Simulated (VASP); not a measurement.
# TlBi3: single point with LDA

TlBi3:

```
Tl Bi
1.0
     5.03514    0.00000    0.00000
     0.00000    5.03514    0.00000
     0.00000    0.00000    5.03514
Tl Bi
1 3
Direct
  0.00000 0.00000 0.00000
  0.00000 0.50000 0.50000
  0.50000 0.00000 0.50000
  0.50000 0.50000 0.00000
```

```json
{
 "Program": "VASP 6.6.1",
 "Task": "single point",
 "Functional": "LDA",
 "Potentials or basis": "VASP PAW LDA potentials, release 64 (Tl_d, Bi_d)",
 "Cutoff": "520 eV",
 "k mesh": "4 × 4 × 4",
 "Occupations": "methfessel-paxton, width 0.15 eV",
 "Spin": "no spin polarisation",
 "Dipole correction": "no",
 "Further INCAR settings": "ALGO = Normal; EDIFF = 1e-06; NBANDS = 37"
}
```

The pressure is -3.8 GPa and the band gap on the k mesh is zero (bands 29 and 30 overlap by 3.99 eV).

Levels at points of the mesh, in eV from the Fermi level:
```tsv
k point	band 27	band 28	band 29	band 30	band 31	band 32
(0.00, 0.00, 0.00)	-3.62	0.69	0.69	0.69	1.83	1.83
(0.50, 0.00, 0.00)	-1.51	-1.51	-0.47	-0.45	1.15	1.87
(0.50, 0.50, 0.00)	-1.62	-1.12	-0.79	-0.51	-0.51	1.48
(0.50, 0.50, 0.50)	-4.23	-4.23	3.47	3.47	3.58	3.58
```

Wall time 50 s on 1 thread of Intel Xeon 8259CL (shared host), peak memory 0.21 GiB.

Caveat: the cell stands under tension; spin-orbit coupling is left out, which moves the levels of the heavy elements.
